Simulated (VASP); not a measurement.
PtSe, 2 atoms in the cell. It takes space group F-43m (No. 216, cubic). The conventional cell has a = 6.075 Å, b = 6.075 Å, c = 6.075 Å, α = 90.00°, β = 90.00°, γ = 90.00°. Within 3.5 Å of Pt (site symmetry -43m) lie 4 Se at 2.63 Å. Within 3.5 Å of Se (site symmetry -43m) lie 4 Pt at 2.63 Å. 

| Quantity | Value |
| --- | --- |
| Program | VASP 6.6.1 |
| Task | single point |
| Functional | PBE |
| Potentials or basis | VASP PAW PBE potentials, release 64 (Pt, Se) |
| Cutoff | 520 eV |
| k mesh | 5 × 5 × 5 |
| Occupations | fermi-dirac, width 0.04 eV |
| Spin | no spin polarisation |
| Dipole correction | no |
| Further INCAR settings | ALGO = Normal; EDIFF = 1e-06; NBANDS = 15 |

Potentials or basis: VASP PAW PBE potentials, release 64 (Pt, Se).

The run is started by

```console
$ cat potpaw_PBE.64/Pt/POTCAR potpaw_PBE.64/Se/POTCAR > POTCAR
$ mpirun -np 1 vasp_std > vasp.out
```

Hardware: 1 thread of Intel(R) Xeon(R) Platinum 8488C (Sapphire Rapids) (shared host).

Q: How long does it take, and how much memory?

A: Run time: 14 s on 1 thread of Intel(R) Xeon(R) Platinum 8488C (Sapphire Rapids), on a shared host, peak memory 0.17 GiB. Counts: scf iterations 12, k points 10.
